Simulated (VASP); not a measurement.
Input of a VASP 6.6.1 run:

Contents of INCAR:

```
PREC = Accurate
ENCUT = 520
EDIFF = 1E-6
ISMEAR = 0
SIGMA = 0.05
LREAL = F
LASPH = T
NELM = 60
ALGO = Normal
ISIF = 2
LWAVE = F
LCHARG = T
GGA = PE
LELF = T
LVHAR = T
NBANDS = 16
```

KPOINTS

```
Automatic mesh
0
Gamma
  12 12 6
```

The input POSCAR:

```
AlN
1.0
    3.1302395627      0.0000000000      0.0000000000
   -1.5651197814      2.7108669813      0.0000000000
    0.0000000000      0.0000000000      5.0179796546
Al N
2 2
Direct
    0.3333333333      0.6666666667     -0.0879488083
    0.6666666667      0.3333333333      0.5017287175
    0.3333333333      0.6666666667      0.3832712825
    0.6666666667      0.3333333333      0.8832712825
```

Potentials or basis: VASP PAW PBE potentials, release 64 (Al, N).

Launch:

```sh
$ cat potpaw_PBE.64/Al/POTCAR potpaw_PBE.64/N/POTCAR > POTCAR
$ mpirun -np 1 vasp_std > vasp.out
```

Problem. What does it give for the band gap on the k mesh?

Solution. 2.99 eV.

Problem. What does it give for the pressure?

Solution. 6.1 GPa.

Stress tensor (GPa, compression positive):
```
11.53  0.00  0.00
 0.00 11.53  0.00
 0.00  0.00 -4.80
```

Caveat: the cell differs from its parent crystal (atom 1 (Al) moved by (+0.000, -0.450) A along x and z); the stress differs along the axes, from -5 to 12 GPa; forces of over 1 eV/Å act on the atoms, so gaps and moduli don't describe the material at rest. A k mesh can miss the band edges.
